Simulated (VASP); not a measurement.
## BC7: single point with PBEsol

BC7:

```
B C
1.0
     3.60096    0.00000    0.00000
     0.00000    3.60096    0.00000
     0.00000    0.00000    3.60096
B C
1 7
Direct
  0.00000 0.00000 0.00000
  0.00000 0.50000 0.50000
  0.50000 0.50000 0.00000
  0.50000 0.00000 0.50000
  0.74504 0.74504 0.25496
  0.74504 0.25496 0.74504
  0.25496 0.74504 0.74504
  0.25496 0.25496 0.25496
```

```yaml
Program: VASP 6.6.1
Task: single point
Functional: PBEsol
Potentials_or_basis: VASP PAW PBE potentials, release 64 (B_h, C_h)
Cutoff: 910 eV
k_mesh: 10 × 10 × 10
Occupations: gaussian, width 0.15 eV
Spin: no spin polarisation
```

| Property | Result |
| --- | --- |
| Pressure | 0.0 GPa |
| Band gap on the k mesh | zero (an odd number of electrons rules out a gap without spin polarisation) |

Levels at points of the mesh, in eV from the Fermi level:
```
           k point  band 14  band 15  band 16  band 17  band 18  band 19
(0.00, 0.00, 0.00)     1.65     1.65     1.65     5.53     5.53     5.53
(0.50, 0.00, 0.00)    -2.57    -1.71    -1.71     5.57     5.91    10.69
(0.50, 0.50, 0.00)    -2.03    -0.67    -0.67     8.64     8.64     9.25
(0.50, 0.50, 0.50)    -0.09    -0.09    -0.09     9.09     9.09     9.09
```

Run time: 85 s on 1 thread of Intel(R) Xeon(R) 6975P-C (Granite Rapids) (shared host), peak memory 0.26 GiB.

Caveat: the cutoff is under 1.25 times the usual one of these potentials, so pressure, stress and relaxed cells hold a basis-set (Pulay) error; the PAW data sets were made with another functional, which shifts forces and pressure a little.
